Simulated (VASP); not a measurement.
# Te6Mo3H (a cell with a defect) in VASP: a series of runs

Runs on Te6Mo3H (a cell with a defect). Level: PBEsol+D3(BJ). Tasks: single point.

Program: VASP 6.6.1. These are calculated values, not measurements. Logs are shortened: lines on timing, memory, paths and dates and some standing lists are left out, and cuts for length are marked.

## 1. The cell of the first run

The cell holds a defect, 10 atoms: a = 3.433 Å, b = 3.433 Å, c = 20.770 Å, α = 90.00°, β = 90.00°, γ = 120.00°.

## 2. Single point, PBEsol+D3(BJ)

File INCAR:

```
ALGO = Normal
EDIFF = 1E-6
ENCUT = 400
GGA = PS
GGA_COMPAT = F
ISIF = 2
ISMEAR = 0
IVDW = 12
LASPH = T
LCHARG = F
LREAL = F
LWAVE = F
NBANDS = 50
NELM = 120
PREC = Accurate
SIGMA = 0.05
```

File KPOINTS:

```
k-points
0
Gamma
  9 9 2
```

File POSCAR:

```
Te6Mo3H
1.0
    3.4334348991      0.0000000000      0.0000000000
   -1.7167174496      2.9734418449      0.0000000000
    0.0000000000      0.0000000000     20.7704276327
Te Mo H
6 3 1
Direct
    0.0000000000      0.0000000000      0.9125759158
    0.3333333333      0.6666666667      0.5917813750
    0.3333333333      0.6666666667      0.2333059430
    0.3333333333      0.6666666667      0.7666940570
    0.3333333333      0.6666666667      0.4082186250
    0.0000000000      0.0000000000      0.0874240842
    0.0000000000      0.0000000000      0.6791506171
    0.0000000000      0.0000000000      0.3208493829
    0.3333333333      0.6666666667      0.0000000000
   -0.0523098515      0.2238450742      0.5023436355
```

Potentials or basis: VASP PAW PBE potentials, release 64 (Te, Mo_sv, H).

Launch:

```sh
> cat potpaw_PBE.64/Te/POTCAR potpaw_PBE.64/Mo_sv/POTCAR potpaw_PBE.64/H/POTCAR > POTCAR
> mpirun -np 1 vasp_std > vasp.out
```

OUTCAR:

```text
EDIFF = 1E-6
   ENCUT = 400
   GGA = PS
   ISIF = 2
   ISMEAR = 0
   IVDW = 12
   LASPH = T
   LREAL = F
   NELM = 120
   PREC = Accurate
 IVDW          = 12

 ion  position               nearest neighbor table
   1  0.000  0.000  0.913-   9 2.69   9 2.69   9 2.69   4 3.62   4 3.62   4 3.62   6 3.63
   2  0.333  0.667  0.592-   7 2.69   7 2.69   7 2.69   4 3.63
   3  0.333  0.667  0.233-   8 2.69   8 2.69   8 2.69   6 3.62   6 3.62   6 3.62   5 3.63
   4  0.333  0.667  0.767-   7 2.69   7 2.69   7 2.69   1 3.62   1 3.62   1 3.62   2 3.63
   5  0.333  0.667  0.408-   8 2.69   8 2.69   8 2.69   3 3.63
   6  0.000  0.000  0.087-   9 2.69   9 2.69   9 2.69   3 3.62   3 3.62   3 3.62   1 3.63
   7  0.000  0.000  0.679-   2 2.69   2 2.69   2 2.69   4 2.69   4 2.69   4 2.69
   8  0.000  0.000  0.321-   5 2.69   5 2.69   5 2.69   3 2.69   3 2.69   3 2.69
   9  0.333  0.667  0.000-   1 2.69   6 2.69   1 2.69   6 2.69   1 2.69   6 2.69
  10  0.948  0.224  0.502-

  LATTYP: Found a hexagonal cell.
 ALAT       =     3.4334348991
 C/A-ratio  =     6.0494601596

  Lattice vectors:

 A1 = (   3.4334348991,   0.0000000000,   0.0000000000)
 A2 = (  -1.7167174496,   2.9734418449,   0.0000000000)
 A3 = (   0.0000000000,   0.0000000000,  20.7704276327)

Analysis of symmetry for initial positions (statically):
=====================================================================
 Subroutine PRICEL returns:
 Original cell was already a primitive cell.

 Routine SETGRP: Setting up the symmetry group for a
 hexagonal supercell.

 Subroutine GETGRP returns: Found  1 space group operations
 (whereof  1 operations were pure point group operations)
 out of a pool of 24 trial point group operations.

The static configuration has the point symmetry C_1 .

Analysis of symmetry for dynamics (positions and initial velocities):
=====================================================================
 Subroutine PRICEL returns:
 Original cell was already a primitive cell.

 Routine SETGRP: Setting up the symmetry group for a
 hexagonal supercell.

 Subroutine GETGRP returns: Found  1 space group operations
 (whereof  1 operations were pure point group operations)
 out of a pool of 24 trial point group operations.

The dynamic configuration has the point symmetry C_1 .

 Subroutine INISYM returns: Found  1 space group operations
 (whereof  1 operations are pure point group operations),
 and found     1 'primitive' translations

----------------------------------------------------------------------------------------
[... 119 lines left out ...]
   PSTRESS=    0.0 pullay stress
   NELECT =      79.0000    total number of electrons
   NUPDOWN=      -1.0000    fix difference up-down
   EMIN   =  10.00;   EMAX   =-10.00  energy-range for DOS
   EFERMI =   0.00;   METHOD = LEGACY
   ISMEAR =     0;   SIGMA  =   0.05  broadening in eV -4-tet -1-fermi 0-gaus
   EFERMI_NEDOS =   21; number of points for ismear=-14 and -15
   IALGO  =     38    algorithm
   IMIX   =      4    mixing-type and parameters
     AMIX     =   0.40;   BMIX     =  1.00
     AMIX_MAG =   1.60;   BMIX_MAG =  1.00
  volume/ion in A,a.u.               =      21.20       143.10
  Fermi-wavevector in a.u.,A,eV,Ry     =   1.177984  2.226066 18.880066  1.387646
  Thomas-Fermi vector in A             =   2.314321
   LORBIT       =      0    0 simple, 1 ext, 2 COOP (PROOUT), +10 PAW based schemes
   GGA     = PS    functional components
   LHFCALC =     F    Hartree Fock is set to
   AEXX    =    0.0000 exact exchange contribution
   IVDW    =    12    specifies the selected vdW correction
   LEPSILON=     F    determine dielectric tensor
   LRPA    =     F    only Hartree local field effects (RPA)
 non-spin polarized calculation
 Gauss-broadening in eV      SIGMA  =   0.05
  energy-cutoff  :      400.00
  volume of cell :      212.05
 maximum number of plane-waves:      3908
   NGX = 11   NGY = 11   NGZ = 67

 number of electron      78.9999990 magnetization

 Free energy of the ion-electron system (eV)
  ---------------------------------------------------
  ext. energy  EPLUGINS =         0.00000000
  ---------------------------------------------------
  free energy    TOTEN  =       -60.54744212 eV

  energy without entropy =      -60.54343261  energy(sigma->0) =      -60.54543736

 E-fermi :   8.9758     XC(G=0): -10.9820

 val. band max:        8.9752981825   @ k =   0.0000   0.0000   0.5000
 cond. band min:       8.9853984240   @ k =  -0.1111   0.3333   0.5000
 fundamental gap:      0.0101002415
 Fermi energy:         8.9758095368

 k-point     1 :       0.0000    0.0000    0.0000
  band No.  band energies     occupation
      1     -51.8516      2.00000
      2     -51.7229      2.00000
      3     -51.7107      2.00000
      4     -26.1010      2.00000
      5     -25.9595      2.00000
      6     -25.9503      2.00000
[... 1261 lines left out ...]
     49      11.9413      0.00000
     50      12.0040      0.00000

 [... further k-points ...]

------------------------ aborting loop because EDIFF is reached ----------------------------------------

 Edisp (eV)   -5.08243

 E8    (eV) :    -3.4504

  FORCE on cell =-STRESS in cart. coord.  units (eV):
  Direction    XX          YY          ZZ          XY          YZ          ZX
  --------------------------------------------------------------------------------------
  -------------------------------------------------------------------------------------
  Total      -0.53719    -1.82800    -1.11409    -0.30878    -0.05407     0.10994
  in kB      -4.05888   -13.81189    -8.41774    -2.33308    -0.40854     0.83069
  external pressure =       -8.76 kB  Pullay stress =        0.00 kB

 VOLUME and BASIS-vectors are now :
 -----------------------------------------------------------------------------
  energy-cutoff  :      400.00
  volume of cell :      212.05
      direct lattice vectors                 reciprocal lattice vectors
     3.433434899  0.000000000  0.000000000     0.291253520  0.168155298  0.000000000
    -1.716717450  2.973441845  0.000000000     0.000000000  0.336310596  0.000000000
     0.000000000  0.000000000 20.770427633     0.000000000  0.000000000  0.048145374

 POSITION                                       TOTAL-FORCE (eV/Angst)
 -----------------------------------------------------------------------------------
      0.00000      0.00000     18.95459        -0.002498      0.001294     -0.053963
     -0.00000      1.98229     12.29155         0.069553     -0.141586     -0.533199
     -0.00000      1.98229      4.84586         0.044117     -0.018232      0.002793
     -0.00000      1.98229     15.92456         0.053451     -0.021055      0.004504
     -0.00000      1.98229      8.47888         0.064359     -0.109705      0.482470
      0.00000      0.00000      1.81584        -0.002444      0.001157      0.054441
      0.00000      0.00000     14.10625         0.068342      0.040861      0.262239
      0.00000      0.00000      6.66418         0.050273      0.037772     -0.244705
     -0.00000      1.98229      0.00000         0.003117     -0.003042      0.003810
      2.86955      0.66559     10.43389        -0.348270      0.212536      0.021609
 -----------------------------------------------------------------------------------
    total drift:                               -0.000032      0.000266      0.000252

  FREE ENERGIE OF THE ION-ELECTRON SYSTEM (eV)
  ---------------------------------------------------
  free  energy   TOTEN  =       -65.6298676606 eV

  energy  without entropy=      -65.6258581556  energy(sigma->0) =      -65.62786291
```

OSZICAR:

```text
N       E                     dE             d eps       ncg     rms          rms(c)
DAV:   1     0.527102088512E+03    0.52710E+03   -0.35893E+04  9952   0.115E+03
DAV:   2    -0.288163960393E+02   -0.55592E+03   -0.53514E+03 10134   0.305E+02
DAV:   3    -0.616667442597E+02   -0.32850E+02   -0.31920E+02 10014   0.638E+01
[... 13 lines left out ...]
DAV:  17    -0.605474477610E+02    0.84548E-05   -0.21009E-04  9564   0.558E-02    0.893E-02
DAV:  18    -0.605474451033E+02    0.26577E-05   -0.25616E-05  9920   0.201E-02    0.532E-02
DAV:  19    -0.605474437158E+02    0.13875E-05   -0.35688E-06  8492   0.782E-03    0.322E-02
DAV:  20    -0.605474425755E+02    0.11403E-05   -0.29236E-06  6912   0.781E-03    0.156E-02
DAV:  21    -0.605474421151E+02    0.46038E-06   -0.11032E-06  4972   0.464E-03
   1 F= -.65629868E+02 E0= -.65627863E+02  d E =-.400950E-02
```

Run time: 15 min. Hardware: 1 thread of AMD EPYC 7R13 (Zen 3), shared host; peak memory 0.57 GiB.

Results:

```
Free energy                : -65.6299 eV
Pressure                   : -0.9 GPa
Largest force              : 0.556 eV/Å
Band gap on the k mesh     : zero (an odd number of electrons rules out a gap without spin polarisation)
Dispersion energy per atom : -0.508 eV
```

Forces in eV/Å, atoms in the order of the input:
```
Te  -0.002  0.001 -0.054
Te   0.070 -0.142 -0.533
Te   0.044 -0.018  0.003
Te   0.053 -0.021  0.005
Te   0.064 -0.110  0.482
Te  -0.002  0.001  0.054
Mo   0.068  0.041  0.262
Mo   0.050  0.038 -0.245
Mo   0.003 -0.003  0.004
H   -0.348  0.213  0.022
```

Stress tensor (GPa, compression positive):
```
-0.41 -0.23  0.08
-0.23 -1.38 -0.04
 0.08 -0.04 -0.84
```

Caveat: the PAW data sets were made with another functional, which shifts forces and pressure a little; spin-orbit coupling is left out, which moves the levels of the heavy elements; an odd number of electrons without spin polarisation forces a metal; a magnetic or distorted state may lie lower.

## 3. Single point, PBEsol+D3(BJ)

File INCAR:

```
SYSTEM = Te6Mo3H
PREC = Accurate
ENCUT = 400
EDIFF = 1E-6
ISMEAR = 0
SIGMA = 0.05
LREAL = .False.
LASPH = .True.
NELM = 120
ALGO = Normal
ISIF = 2
LWAVE = .False.
LCHARG = .False.
GGA = PS
IVDW = 12
NBANDS = 50
GGA_COMPAT = .False.
```

File KPOINTS:

```
Automatic mesh
0
Gamma
  9 9 2
  0 0 0
```

File POSCAR:

```
Te6Mo3H
1.0
    3.4334342720      0.0000000000      0.0000000000
   -1.7167171360      2.9734413017      0.0000000000
    0.0000000000      0.0000000000     20.7704294686
Te Mo H
6 3 1
Direct
    0.0000000000      0.0000000000      0.9125759363
    0.3333333333      0.6666666667      0.5917818730
    0.3333333333      0.6666666667      0.2333053354
    0.3333333333      0.6666666667      0.7666946646
    0.3333333333      0.6666666667      0.4082181270
    0.0000000000      0.0000000000      0.0874240637
    0.0000000000      0.0000000000      0.6791511892
    0.0000000000      0.0000000000      0.3208488108
    0.3333333333      0.6666666667      0.0000000000
   -0.0523098300     -0.3594882483      0.5023436347
```

Potentials or basis: VASP PAW PBE potentials, release 64 (Te, Mo_sv, H).

Launch:

```sh
> cat potpaw_PBE.64/Te/POTCAR potpaw_PBE.64/Mo_sv/POTCAR potpaw_PBE.64/H/POTCAR > POTCAR
> mpirun -np 1 vasp_std > vasp.out
```

OUTCAR:

```text
SYSTEM = Te6Mo3H
   PREC = Accurate
   ENCUT = 400
   EDIFF = 1E-6
   ISMEAR = 0
   LREAL = .False.
   LASPH = .True.
   NELM = 120
   ISIF = 2
   GGA = PS
   IVDW = 12
 IVDW          = 12

 ion  position               nearest neighbor table
   1  0.000  0.000  0.913-   9 2.69   9 2.69   9 2.69   4 3.62   4 3.62   4 3.62   6 3.63
   2  0.333  0.667  0.592-  10 2.26   7 2.69   7 2.69   7 2.69   4 3.63
   3  0.333  0.667  0.233-   8 2.69   8 2.69   8 2.69   6 3.62   6 3.62   6 3.62   5 3.63
   4  0.333  0.667  0.767-   7 2.69   7 2.69   7 2.69   1 3.62   1 3.62   1 3.62   2 3.63
   5  0.333  0.667  0.408-   8 2.69   8 2.69   8 2.69   3 3.63
   6  0.000  0.000  0.087-   9 2.69   9 2.69   9 2.69   3 3.62   3 3.62   3 3.62   1 3.63
[... 1500 lines left out ...]
 VOLUME and BASIS-vectors are now :
 -----------------------------------------------------------------------------
  energy-cutoff  :      400.00
  volume of cell :      212.05
      direct lattice vectors                 reciprocal lattice vectors
     3.433434272  0.000000000  0.000000000     0.291253573  0.168155329  0.000000000
    -1.716717136  2.973441302  0.000000000     0.000000000  0.336310658  0.000000000
     0.000000000  0.000000000 20.770429469     0.000000000  0.000000000  0.048145369

 POSITION                                       TOTAL-FORCE (eV/Angst)
 -----------------------------------------------------------------------------------
      0.00000      0.00000     18.95459         0.000530     -0.001392     -0.043330
     -0.00000      1.98229     12.29156        -0.117665      0.033466     -0.423240
     -0.00000      1.98229      4.84585         0.006180      0.040864     -0.045579
     -0.00000      1.98229     15.92458         0.008745      0.049662      0.054732
     -0.00000      1.98229      8.47887        -0.093722      0.030922      0.386808
      0.00000      0.00000      1.81584         0.000385     -0.001378      0.046534
      0.00000      0.00000     14.10626         0.124189      0.058314      0.088608
      0.00000      0.00000      6.66417         0.101305      0.041437     -0.079931
     -0.00000      1.98229      0.00000        -0.003481      0.002945     -0.001706
      2.15425      1.90452     10.43389        -0.026466     -0.254839      0.017104
 -----------------------------------------------------------------------------------
    total drift:                                0.000234     -0.000051     -0.000170

  FREE ENERGIE OF THE ION-ELECTRON SYSTEM (eV)
  ---------------------------------------------------
  free  energy   TOTEN  =       -65.7117279417 eV

  energy  without entropy=      -65.7096362076  energy(sigma->0) =      -65.71068207
```

OSZICAR:

```text
N       E                     dE             d eps       ncg     rms          rms(c)
DAV:   1     0.527314557230E+03    0.52731E+03   -0.35894E+04  9952   0.115E+03
DAV:   2    -0.289428041294E+02   -0.55626E+03   -0.53565E+03 10138   0.305E+02
DAV:   3    -0.617318326549E+02   -0.32789E+02   -0.31877E+02  9990   0.638E+01
DAV:   4    -0.626671524964E+02   -0.93532E+00   -0.92812E+00 10058   0.103E+01
[... 11 lines left out ...]
DAV:  16    -0.606395987849E+02   -0.48556E-05   -0.10193E-04  9538   0.385E-02    0.905E-02
DAV:  17    -0.606395968072E+02    0.19778E-05   -0.11082E-05  9622   0.173E-02    0.675E-02
DAV:  18    -0.606395924774E+02    0.43298E-05   -0.12011E-05  9240   0.189E-02    0.381E-02
DAV:  19    -0.606395912812E+02    0.11962E-05   -0.35816E-06  7906   0.727E-03    0.162E-02
DAV:  20    -0.606395907677E+02    0.51354E-06   -0.76917E-07  4794   0.420E-03
   1 F= -.65711728E+02 E0= -.65710682E+02  d E =-.209173E-02
```

stdout:

```text
POSCAR found type information on POSCAR TeMoH
 POSCAR found :  3 types and      10 ions
 scaLAPACK will be used
 -----------------------------------------------------------------------------
|                                                                             |
|                                                                             |
|     You enforced a specific xc type in the INCAR file but a different       |
|     I HOPE YOU KNOW WHAT YOU ARE DOING!                                     |
|                                                                             |
 -----------------------------------------------------------------------------

 LDA part: xc-table for (Slater+PW92), standard interpolation
 POSCAR, INCAR and KPOINTS ok, starting setup
 FFT: planning ... GRIDC
 FFT: planning ... GRID_SOFT
 FFT: planning ... GRID
 WAVECAR not read
 entering main loop
```

Wall time 20 min (1 thread of Oxide Virtual Turin-like, shared host); peak memory 0.56 GiB.

Results:

* Free energy: -65.7117 eV
* Pressure: -0.7 GPa
* Largest force: 0.441 eV/Å
* Band gap on the k mesh: zero (an odd number of electrons rules out a gap without spin polarisation)
* Dispersion energy per atom: -0.507 eV

Forces on the atoms (eV/Å):
```
Te   0.001 -0.001 -0.043
Te  -0.118  0.033 -0.423
Te   0.006  0.041 -0.046
Te   0.009  0.050  0.055
Te  -0.094  0.031  0.387
Te   0.000 -0.001  0.047
Mo   0.124  0.058  0.089
Mo   0.101  0.041 -0.080
Mo  -0.003  0.003 -0.002
H   -0.026 -0.255  0.017
```

Stress tensor (GPa, compression positive):
```
-1.07  0.40  0.04
 0.40 -0.41  0.08
 0.04  0.08 -0.53
```

Levels at points of the mesh, in eV from the Fermi level:
```
           k point  band 36  band 37  band 38  band 39  band 40  band 41  band 42  band 43
(0.00, 0.00, 0.00)    -1.11    -0.98    -0.06    -0.05     2.02     2.91     2.91     2.93
(0.00, 0.00, 0.50)    -1.11    -0.90    -0.06    -0.05     2.03     2.90     2.92     2.97
```

Caveat: the PAW data sets were made with another functional, which shifts forces and pressure a little; spin-orbit coupling is left out, which moves the levels of the heavy elements; an odd number of electrons without spin polarisation forces a metal; a magnetic or distorted state may lie lower.

## 4. Single point, PBEsol+D3(BJ)

File INCAR:

```
SYSTEM = Te6Mo3H
  ALGO = Normal
  EDIFF = 1E-6
  ENCUT = 400
  GGA = PS
  GGA_COMPAT = .False.
  ISIF = 2
  ISMEAR = 0
  IVDW = 12
  LASPH = .True.
  LCHARG = .False.
  LREAL = .False.
  LWAVE = .False.
  NBANDS = 50
  NELM = 120
  PREC = Accurate
  SIGMA = 0.05
```

File KPOINTS:

```
k-points
0
Gamma
  9 9 2
  0 0 0
```

File POSCAR:

```
Te6Mo3H
1.0
    3.4334348991      0.0000000000      0.0000000000
   -1.7167174496      2.9734418449      0.0000000000
    0.0000000000      0.0000000000     20.7704276327
Te Mo H
6 3 1
Direct
    0.0000000000      0.0000000000      0.9125759158
    0.3333333333      0.6666666667      0.5917813750
    0.3333333333      0.6666666667      0.2333059430
    0.3333333333      0.6666666667      0.7666940570
    0.3333333333      0.6666666667      0.4082186250
    0.0000000000      0.0000000000      0.0874240842
    0.0000000000      0.0000000000      0.6791506171
    0.0000000000      0.0000000000      0.3208493829
    0.3333333333      0.6666666667      0.0000000000
   -0.0523098515     -0.4011549258      0.5023436355
```

Launch:

```sh
> cat potpaw_PBE.64/Te/POTCAR potpaw_PBE.64/Mo_sv/POTCAR potpaw_PBE.64/H/POTCAR > POTCAR
> mpirun -np 1 vasp_std > vasp.out
```

Wall time 12 min (1 thread of Oxide Virtual Turin-like, shared host); peak memory 0.56 GiB.

Results (log left out):

- Free energy: -65.7353 eV
- Pressure: -0.6 GPa
- Largest force: 0.389 eV/Å
- Band gap on the k mesh: zero (an odd number of electrons rules out a gap without spin polarisation)
- Dispersion energy per atom: -0.507 eV

Forces in eV/Å, atoms in the order of the input:
```
Te   0.001 -0.001 -0.041
Te  -0.133 -0.008 -0.365
Te   0.007  0.035 -0.058
Te   0.010  0.043  0.069
Te  -0.109 -0.004  0.337
Te   0.000 -0.001  0.046
Mo   0.151  0.064  0.036
Mo   0.122  0.046 -0.031
Mo  -0.004  0.003 -0.004
H   -0.046 -0.176  0.014
```

Stress tensor (GPa, compression positive):
```
-0.86  0.43  0.05
 0.43 -0.40  0.07
 0.05  0.07 -0.50
```

Levels at points of the mesh, in eV from the Fermi level:
| k point | band 37 | band 38 | band 39 | band 40 | band 41 | band 42 |
| --- | --- | --- | --- | --- | --- | --- |
| (0.00, 0.00, 0.00) | -1.07 | -0.13 | -0.11 | 1.90 | 2.84 | 2.85 |
| (0.00, 0.00, 0.50) | -0.98 | -0.13 | -0.11 | 1.91 | 2.83 | 2.86 |

Caveat: the PAW data sets were made with another functional, which shifts forces and pressure a little; spin-orbit coupling is left out, which moves the levels of the heavy elements; an odd number of electrons without spin polarisation forces a metal; a magnetic or distorted state may lie lower.

## 5. The runs side by side

```tsv
cell	gap on the mesh (eV)	pressure (GPa)	largest force (eV/Å)
as given, atomic positions A	none	-0.9	0.56
as given, atomic positions B	none	-0.7	0.44
as given, atomic positions C	none	-0.6	0.39
```

Alike in all rows: task single point; level PBEsol+D3(BJ); potentials or basis VASP PAW PBE potentials, release 64 (Te, Mo_sv, H); no spin polarisation; k mesh 9 × 9 × 2; cutoff (eV) 400; smearing gaussian 0.05 eV.

Caveats: the PAW data sets were made with another functional, which shifts forces and pressure a little; spin-orbit coupling is left out, which moves the levels of the heavy elements; an odd number of electrons without spin polarisation forces a metal; a magnetic or distorted state may lie lower.

Absolute energies hang on the potentials; compare differences alone.

The gap in the log of VASP goes by the Fermi energy; the results here count the filled bands.